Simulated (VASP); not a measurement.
Input of a VASP 6.6.1 run:

Contents of INCAR:

```
SYSTEM = PbSe
PREC     = Accurate       ! precision mode
ENCUT    = 400            ! plane-wave cutoff, eV
EDIFF    = 1E-8           ! SCF threshold, eV
ISMEAR   = -1             ! smearing method
SIGMA    = 0.01           ! smearing width, eV
LREAL    = .FALSE.        ! projectors in reciprocal space
LASPH    = .TRUE.         ! aspherical terms in the spheres
NELM     = 120            ! most SCF steps
ALGO     = Normal         ! electronic algorithm
ISIF     = 2              ! what is computed and relaxed
LWAVE    = .FALSE.        ! write WAVECAR
LCHARG   = .FALSE.        ! write CHGCAR
GGA      = PS             ! functional
LEFG     = .TRUE.       
NBANDS   = 17             ! bands
GGA_COMPAT= .FALSE.
```

File KPOINTS:

```
Automatic mesh
0
G
  9 9 9
  0 0 0
```

Contents of POSCAR:

```
PbSe
1.0
    0.0000000000      3.0519086191      3.0519086191
    3.0519086191      0.0000000000      3.0519086191
    3.0519086191      3.0519086191      0.0000000000
Pb Se
1 1
Direct
    0.0000000000      0.0000000000      0.0000000000
    0.5000000000      0.5000000000      0.5000000000
```

Potentials or basis: VASP PAW PBE potentials, release 64 (Pb_d, Se).

Run with:

```sh
$ cat potpaw_PBE.64/Pb_d/POTCAR potpaw_PBE.64/Se/POTCAR > POTCAR
$ mpirun -np 1 vasp_std > vasp.out
```

(1) Predict the pressure.

## Answers

(1) -0.1 GPa.

Caveat: without QUAD_EFG the Cq values of the log hold for a quadrupole moment of 1 mb, not for the nuclei; the PAW data sets were made with another functional, which shifts forces and pressure a little.
